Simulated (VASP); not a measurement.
Runs of VASP 6.6.1 on FeSi. The structure is that of space group P2_13 (No. 198), or close to it. The cells are those of the table. 

```csv
spin,cell,k mesh,gap on the mesh (eV),pressure (GPa),moment (μB),largest force (eV/Å)
"collinear, ferromagnetic start","a = 4.551, b = 4.551, c = 4.596 Å, 8 atoms",5 × 5 × 5,none,(b),3.67,0.10
"collinear, ferromagnetic start","a = 4.551, b = 4.551, c = 4.733 Å, 8 atoms",5 × 5 × 5,none,-21.5,3.92,0.22
"collinear, ferromagnetic start","a = 4.640 Å, 8 atoms",6 × 6 × 6,none,-24.1,4.02,0.24
"collinear, ferromagnetic start","a = 4.551 Å, 8 atoms",6 × 6 × 6,none,(a),3.60,0.05
off,"a = 4.551 Å, 8 atoms",6 × 6 × 6,0.13,-19.4,-,0.27
"collinear, ferromagnetic start","a = 4.551, b = 4.551, c = 4.642 Å, 8 atoms",5 × 5 × 5,none,-19.2,3.78,0.14
```

Alike in all rows: task single point; level PBEsol; potentials or basis VASP PAW PBE potentials, release 64 (Fe, Si); cutoff (eV) 520; smearing fermi-dirac 0.05 eV.

Q: Estimate the missing entries.

A: (a) -16.4; (b) -17.9.

Caveats: the PAW data sets were made with another functional, which shifts forces and pressure a little; the moment fell far below its start of 4.5 μB, so a state of higher moment may lie lower in energy (some runs).

A k mesh can miss the band edges.

A gap of «none» marks levels without a gap at the run's occupations.
